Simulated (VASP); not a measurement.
## NbAs: single point with revPBE

NbAs:

```
Nb As
1.0
    -1.72585    1.72585    5.84000
     1.72585   -1.72585    5.84000
     1.72585    1.72585   -5.84000
Nb As
2 2
Cartesian
  0.0000 0.0000 8.7600
  0.0000 1.7259 0.0000
  0.0000 0.0000 1.9389
  0.0000 1.7259 4.8589
```

```json
{"Program": "VASP 6.6.1", "Task": "single point", "Functional": "revPBE", "Potentials or basis": "VASP PAW PBE potentials, release 64 (Nb_sv, As)", "Cutoff": "500 eV", "k mesh": "2 × 2 × 2", "Occupations": "gaussian, width 0.1 eV", "Spin": "no spin polarisation"}
```

The pressure is 8.4 GPa and the largest force is 0.058 eV/Å. The band gap on the k mesh is 0.04 eV, direct.

Forces on the atoms (eV/Å):
```
Nb   0.000  0.000 -0.058
Nb   0.000  0.000 -0.058
As   0.000  0.000  0.058
As   0.000  0.000  0.058
```

Stress tensor (GPa, compression positive):
```
 7.02  0.00  0.00
 0.00  7.02  0.00
 0.00  0.00 11.18
```

Levels at points of the mesh, in eV from the valence-band top:
```
           k point  band 14  band 15  band 16  band 17  band 18  band 19  band 20  band 21  band 22  band 23
(0.00, 0.00, 0.00)    -2.17    -2.09    -1.65    -1.34    -1.34     0.65     1.21     2.43     3.03     3.03
(0.50, 0.00, 0.00)    -3.12    -2.19    -1.82    -1.43     0.00     0.04     1.14     2.10     2.28     2.70
(0.50, 0.50, 0.00)    -4.61    -2.76    -2.76    -0.60    -0.60     2.35     2.35     2.65     2.65     3.55
(0.50, 0.50, 0.50)    -2.62    -2.55    -2.55    -0.43    -0.43     0.92     0.92     1.89     1.89     3.20
```

It took 28 s on 1 thread of Intel(R) Xeon(R) Platinum 8259CL CPU @ 2.50GHz (Skylake/Cascade Lake) (shared host), peak memory 0.3 GiB.

Caveat: the k points lie up to 1.29 Å⁻¹ apart; the PAW data sets were made with another functional, which shifts forces and pressure a little. A k mesh can miss the band edges.
